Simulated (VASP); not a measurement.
# Ta2N (C2/m) in VASP: notebook

Runs on Ta2N. Level: PBE. Tasks: single point.

Program: VASP 6.6.1. These are calculated values, not measurements. Logs are shortened: lines on timing, memory, paths and dates and some standing lists are left out, and cuts for length are marked.

## (1) The cell of the first run

The structure is monoclinic, space group C2/m (No. 12). Conventional cell: a = 5.371 Å, b = 3.101 Å, c = 4.882 Å, α = 90.00°, β = 90.00°, γ = 90.00°. Ta (site symmetry m) has 3 N at 2.11 to 2.35 Å and 2 Ta at 2.77 to 2.85 Å within 2.9 Å. Within 2.8 Å of N (site symmetry 2/m) lie 6 Ta at 2.11 to 2.35 Å.

## (2) Single point, PBE (atoms displaced along a vibrational mode)

INCAR reads:

```
PREC = Accurate ; ENCUT = 520
EDIFF = 1E-7 ; ISMEAR = 0
SIGMA = 0.15 ; LREAL = False
LASPH = True ; NELM = 80
ALGO = Normal ; ISIF = 2
LWAVE = False ; LCHARG = True
GGA = PE ; LELF = True
LVHAR = True ; NBANDS = 20
```

KPOINTS reads:

```
Automatic mesh
0
Gamma
  18 18 10
```

POSCAR reads:

```
Ta2N
1.0
    3.1011400556      0.0000000000      0.0000000000
   -1.5505700278      2.6856660688      0.0000000000
    0.0000000000      0.0000000000      4.8818900623
Ta N
2 1
Direct
    0.6294319556      0.2588639113      0.7449050322
    0.3705680444      0.7411360887      0.2550949678
    0.0000000000      0.0000000000      0.0000000000
```

Potentials or basis: VASP PAW PBE potentials, release 64 (Ta_pv, N).

Run with:

```
$ cat potpaw_PBE.64/Ta_pv/POTCAR potpaw_PBE.64/N/POTCAR > POTCAR
$ mpirun -np 1 vasp_std > vasp.out
```

OUTCAR:

```text
PREC = Accurate
   ENCUT = 520
   EDIFF = 1E-7
   ISMEAR = 0
   LREAL = False
   LASPH = True
   NELM = 80
   ISIF = 2
   GGA = PE

 ion  position               nearest neighbor table
   1  0.629  0.259  0.745-   3 2.11   3 2.11   3 2.35   2 2.77   2 2.85   2 3.13   2 3.13   2 3.21
                             2 3.21
   2  0.371  0.741  0.255-   3 2.11   3 2.11   3 2.35   1 2.77   1 2.85   1 3.13   1 3.13   1 3.21
                             1 3.21
   3  0.000  0.000  0.000-   1 2.11   2 2.11   2 2.11   1 2.11   1 2.35   2 2.35

  LATTYP: Found a hexagonal cell.
 ALAT       =     3.1011400556
 C/A-ratio  =     1.5742243094

  Lattice vectors:

 A1 = (   3.1011400556,   0.0000000000,   0.0000000000)
 A2 = (  -1.5505700278,   2.6856660688,   0.0000000000)
 A3 = (   0.0000000000,   0.0000000000,   4.8818900623)

Analysis of symmetry for initial positions (statically):
=====================================================================
 Subroutine PRICEL returns:
 Original cell was already a primitive cell.

 Routine SETGRP: Setting up the symmetry group for a
 hexagonal supercell.

 Subroutine GETGRP returns: Found  4 space group operations
 (whereof  4 operations were pure point group operations)
 out of a pool of 24 trial point group operations.

The static configuration has the point symmetry C_2h.

Analysis of symmetry for dynamics (positions and initial velocities):
=====================================================================
 Subroutine PRICEL returns:
 Original cell was already a primitive cell.

 Routine SETGRP: Setting up the symmetry group for a
 hexagonal supercell.

 Subroutine GETGRP returns: Found  4 space group operations
 (whereof  4 operations were pure point group operations)
 out of a pool of 24 trial point group operations.

The dynamic configuration has the point symmetry C_2h.

 Subroutine INISYM returns: Found  4 space group operations
 (whereof  4 operations are pure point group operations),
 and found     1 'primitive' translations

----------------------------------------------------------------------------------------

                                     Primitive cell

  volume of cell :      40.6594

  direct lattice vectors                    reciprocal lattice vectors
     3.101140056  0.000000000  0.000000000     0.322462057  0.186173555  0.000000000
    -1.550570028  2.685666069  0.000000000     0.000000000  0.372347110  0.000000000
     0.000000000  0.000000000  4.881890062     0.000000000  0.000000000  0.204838697

  length of vectors
     3.101140056  3.101140056  4.881890062     0.372347110  0.372347110  0.204838697

  position of ions in fractional coordinates (direct lattice)
     0.629431956  0.258863911  0.744905032
     0.370568044  0.741136089  0.255094968
     0.000000000  0.000000000  0.000000000

  ion indices of the primitive-cell ions
   primitive index   ion index
                 1           1
                 2           2
                 3           3

----------------------------------------------------------------------------------------

 KPOINTS: Automatic mesh

Automatic generation of k-mesh.
 Grid dimensions read from file:
 generate k-points for:   18   18   10

 Generating k-lattice:

  Cartesian coordinates                     Fractional coordinates (reciprocal lattice)
     0.017914559  0.010342975  0.000000000     0.055555556 -0.000000000  0.000000000
     0.000000000  0.020685951  0.000000000     0.000000000  0.055555556  0.000000000
     0.000000000  0.000000000  0.020483870     0.000000000  0.000000000  0.100000000

  Length of vectors
     0.020685951  0.020685951  0.020483870

  Shift w.r.t. Gamma in fractional coordinates (k-lattice)
     0.000000000  0.000000000  0.000000000

 Subroutine IBZKPT returns following result:
 ===========================================

 Found    866 irreducible k-points:

 Following reciprocal coordinates:
            Coordinates               Weight
  0.000000  0.000000  0.000000      1.000000
  0.055556 -0.000000  0.000000      4.000000
  0.000000  0.055556  0.000000      2.000000
  0.111111 -0.000000  0.000000      4.000000
  0.000000  0.111111  0.000000      2.000000
  0.166667 -0.000000  0.000000      4.000000
[... 16 lines left out ...]
 -0.055556  0.166667  0.000000      4.000000
 -0.166667  0.111111  0.000000      4.000000
 [... further k-points ...]
   k-points           NKPTS =    866   k-points in BZ     NKDIM =    866   number of bands    NBANDS=     20
   number of dos      NEDOS =    301   number of ions     NIONS =      3
   total plane-waves  NPLWV =  20736
   dimension x,y,z NGX =    24 NGY =   24 NGZ =   36
   dimension x,y,z NGXF=    48 NGYF=   48 NGZF=   72
   ions per type =               2   1
   NGX,Y,Z   is equivalent  to a cutoff of  12.87, 12.87, 12.26 a.u.
   NGXF,Y,Z  is equivalent  to a cutoff of  25.73, 25.73, 24.52 a.u.
 SYSTEM =  unknown system
   PREC   = accura    normal or accurate (medium, high low for compatibility)
   ISTART =      0    job   : 0-new  1-cont  2-samecut
   ICHARG =      2    charge: 1-file 2-atom 10-const
   ISPIN  =      1    spin polarized calculation?
   LNONCOLLINEAR =      F non collinear calculations
   LSORBIT =      F    spin-orbit coupling
   LASPH  =      T    aspherical Exc in radial PAW
   ENCUT  =  520.0 eV  38.22 Ry    6.18 a.u.   5.77  5.77  9.08*2*pi/ulx,y,z
   NELM   =     80;   NELMIN=  2; NELMDL= -5     # of ELM steps
   EDIFF  = 0.1E-06   stopping-criterion for ELM
   LREAL  =      F    real-space projection
   EDIFFG = 0.1E-05   stopping-criterion for IOM
   NSW    =      0    number of steps for IOM
   IBRION =     -1    ionic relax: 0-MD 1-quasi-New 2-CG
   NFREE  =      0    steps in history (QN), initial steepest desc. (CG)
   ISIF   =      2    stress and relaxation
   ISYM   =      2    0-nonsym 1-usesym 2-fastsym
   POTIM  = 0.5000    time-step for ionic-motion
   TEBEG  =    0.0;   TEEND  =   0.0 temperature during run
   PSTRESS=    0.0 pullay stress
   NELECT =      27.0000    total number of electrons
   NUPDOWN=      -1.0000    fix difference up-down
   EMIN   =  10.00;   EMAX   =-10.00  energy-range for DOS
   EFERMI =   0.00;   METHOD = LEGACY
   ISMEAR =     0;   SIGMA  =   0.15  broadening in eV -4-tet -1-fermi 0-gaus
   EFERMI_NEDOS =   21; number of points for ismear=-14 and -15
   IALGO  =     38    algorithm
   IMIX   =      4    mixing-type and parameters
     AMIX     =   0.40;   BMIX     =  1.00
     AMIX_MAG =   1.60;   BMIX_MAG =  1.00
  volume/ion in A,a.u.               =      13.55        91.46
  Fermi-wavevector in a.u.,A,eV,Ry     =   1.428266  2.699030 27.755102  2.039942
  Thomas-Fermi vector in A             =   2.548346
   LORBIT       =      0    0 simple, 1 ext, 2 COOP (PROOUT), +10 PAW based schemes
   GGA     = PE    functional components
   LHFCALC =     F    Hartree Fock is set to
   AEXX    =    0.0000 exact exchange contribution
   IVDW    =     0    specifies the selected vdW correction
   LEPSILON=     F    determine dielectric tensor
   LRPA    =     F    only Hartree local field effects (RPA)
 non-spin polarized calculation
 Gauss-broadening in eV      SIGMA  =   0.15
  energy-cutoff  :      520.00
  volume of cell :       40.66
 maximum number of plane-waves:      1112
   NGX = 11   NGY = 11   NGZ = 19

 number of electron      26.9999998 magnetization

 Free energy of the ion-electron system (eV)
  ---------------------------------------------------
  ext. energy  EPLUGINS =         0.00000000
  ---------------------------------------------------
  free energy    TOTEN  =       -34.11486527 eV

  energy without entropy =      -34.09986186  energy(sigma->0) =      -34.10736356

 E-fermi :   7.3770     XC(G=0): -12.8543

 val. band max:        7.3761436255   @ k =  -0.0556   0.3333   0.3000
 cond. band min:       7.3810334677   @ k =   0.2778   0.0000   0.5000
 fundamental gap:      0.0048898422
 Fermi energy:         7.3770317633

 k-point     1 :       0.0000    0.0000    0.0000
  band No.  band energies     occupation
      1     -28.2294      2.00000
      2     -27.4643      2.00000
      3     -27.3882      2.00000
      4     -27.3670      2.00000
      5     -27.2643      2.00000
      6     -27.1055      2.00000
[... 12 lines left out ...]
     19       9.8979      0.00000
     20      12.6920      0.00000

 k-point     2 :       0.0556   -0.0000    0.0000
  band No.  band energies     occupation
      1     -28.2215      2.00000
      2     -27.4734      2.00000
      3     -27.4086      2.00000
      4     -27.3787      2.00000
      5     -27.2702      2.00000
      6     -27.1076      2.00000
[... 12 lines left out ...]
     19      10.2537      0.00000
     20      12.6138      0.00000

 k-point     3 :       0.0000    0.0556    0.0000
  band No.  band energies     occupation
      1     -28.2195      2.00000
      2     -27.4814      2.00000
      3     -27.4047      2.00000
      4     -27.3589      2.00000
      5     -27.2839      2.00000
      6     -27.1108      2.00000
[... 12 lines left out ...]
     19       9.8946      0.00000
     20      12.3610      0.00000

 k-point     4 :       0.1111   -0.0000    0.0000
  band No.  band energies     occupation
      1     -28.1985      2.00000
      2     -27.5093      2.00000
      3     -27.4572      2.00000
      4     -27.4138      2.00000
      5     -27.2855      2.00000
      6     -27.1138      2.00000
[... 12 lines left out ...]
     19      10.9002      0.00000
     20      12.4495      0.00000

 k-point     5 :       0.0000    0.1111    0.0000
  band No.  band energies     occupation
      1     -28.1905      2.00000
      2     -27.5301      2.00000
      3     -27.4349      2.00000
      4     -27.3524      2.00000
      5     -27.3402      2.00000
      6     -27.1262      2.00000
[... 12 lines left out ...]
     19       9.9650      0.00000
     20      11.9826      0.00000
[... 353 lines left out ...]
      6     -27.1089      2.00000
[... 12 lines left out ...]
     19      10.8879      0.00000
     20      12.9148      0.00000

 k-point    22 :       0.1111    0.0556    0.0000
  band No.  band energies     occupation
      1     -28.1708      2.00000
      2     -27.5568      2.00000
      3     -27.5013      2.00000
      4     -27.4051      2.00000
      5     -27.3230      2.00000
      6     -27.1283      2.00000
[... 12 lines left out ...]
     19      10.9770      0.00000
     20      12.0554      0.00000

 k-point    23 :      -0.0556    0.1667    0.0000
  band No.  band energies     occupation
      1     -28.1645      2.00000
      2     -27.5684      2.00000
      3     -27.4793      2.00000
      4     -27.3746      2.00000
      5     -27.3579      2.00000
      6     -27.1378      2.00000
[... 12 lines left out ...]
     19      10.4689      0.00000
     20      11.8301      0.00000

 k-point    24 :      -0.1667    0.1111    0.0000
  band No.  band energies     occupation
      1     -28.1801      2.00000
      2     -27.5526      2.00000
      3     -27.4818      2.00000
      4     -27.4724      2.00000
      5     -27.2879      2.00000
      6     -27.1147      2.00000
[... 12 lines left out ...]
     19      11.5397      0.00000
     20      12.6825      0.00000

 [... further k-points ...]
[... 5 lines left out ...]
  --------------------------------------------------------------------------------------
  -------------------------------------------------------------------------------------
  Total        0.7194617      1.4420575      2.4041031      0.0000000     -0.8497821      0.0000000
  in kB       28.3502482     56.8239971     94.7332167      0.0000000    -33.4854979      0.0000000
  external PRESSURE =      59.9691540 kB  Pullay stress =       0.0000000 kB

 VOLUME and BASIS-vectors are now :
 -----------------------------------------------------------------------------
  energy-cutoff  :      520.00
  volume of cell :       40.66
      direct lattice vectors                 reciprocal lattice vectors
     3.101140056  0.000000000  0.000000000     0.322462057  0.186173555  0.000000000
    -1.550570028  2.685666069  0.000000000     0.000000000  0.372347110  0.000000000
     0.000000000  0.000000000  4.881890062     0.000000000  0.000000000  0.204838697

 POSITION                                       TOTAL-FORCE (eV/Angst)
 -----------------------------------------------------------------------------------
      1.55057      0.69522      3.63654         0.000000      1.494012     -0.552427
      0.00000      1.99044      1.24535         0.000000     -1.494012      0.552427
      0.00000      0.00000      0.00000        -0.000000      0.000000      0.000000
 -----------------------------------------------------------------------------------
    total drift:                                0.000000     -0.000000      0.000000

  FREE ENERGIE OF THE ION-ELECTRON SYSTEM (eV)
  ---------------------------------------------------
  free  energy   TOTEN  =       -34.1148652651 eV

  energy  without entropy=      -34.0998618561  energy(sigma->0) =      -34.10736356
```

Wall time 4.6 min (1 thread of Intel Xeon Platinum 8488C (Sapphire Rapids), shared host); peak memory 0.67 GiB.

What came out:

```yaml
Free_energy: -34.1149 eV
Pressure: 6.0 GPa
Largest_force: 1.593 eV/Å
Band_gap_on_the_k_mesh: zero (an odd number of electrons rules out a gap without spin polarisation)
```

Forces on the atoms (eV/Å):
```
Ta   0.000  1.494 -0.552
Ta   0.000 -1.494  0.552
N    0.000  0.000  0.000
```

Stress tensor (GPa, compression positive):
```
 2.84  0.00  0.00
 0.00  5.68 -3.35
 0.00 -3.35  9.47
```

Caveat: the cell differs from its parent crystal (atoms displaced along a vibrational mode); the cell stands under pressure; spin-orbit coupling is left out, which moves the levels of the heavy elements; forces of over 1 eV/Å act on the atoms, so gaps and moduli don't describe the material at rest.

(Continued in part 2 of 2.)
